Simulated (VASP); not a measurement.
## SnTe: electric field gradients with PBE

Crystal: SnTe.

```
Sn Te
1.0
     0.00000    3.17740    3.17740
     3.17740    0.00000    3.17740
     3.17740    3.17740    0.00000
Sn Te
1 1
Direct
  0.00000 0.00000 0.00000
  0.50000 0.50000 0.50000
```

This cell differs from its parent crystal: volume scaled by 1.02.

| Property | Result |
| --- | --- |
| Program | VASP 6.6.1 |
| Task | electric field gradients |
| Functional | PBE |
| Potentials or basis | VASP PAW PBE potentials, release 64 (Sn_d, Te) |
| Cutoff | 520 eV |
| k mesh | 11 × 11 × 11 |
| Occupations | fermi-dirac, width 0.08 eV |
| Spin | no spin polarisation |
| Dipole correction | no |
| Further INCAR settings | ALGO = Normal; EDIFF = 1e-08; NBANDS = 17 |

The pressure is 1.1 GPa.

Levels at points of the mesh, in eV from the Fermi level:
```tsv
k point	band 8	band 9	band 10	band 11	band 12	band 13
(0.00, 0.00, 0.00)	-2.09	-2.09	-2.09	3.28	3.28	3.28
```

Wall time 36 s on 1 thread of Intel(R) Xeon(R) 6975P-C (Granite Rapids), with other jobs on the host, peak memory 0.24 GiB.

Caveat: this odd mesh misses L, where the gap lies, so gap, dielectric constants and Born charges aren't listed; without QUAD_EFG the Cq values of the log hold for a quadrupole moment of 1 mb, not for the nuclei; spin-orbit coupling is left out, which moves the levels of the heavy elements.
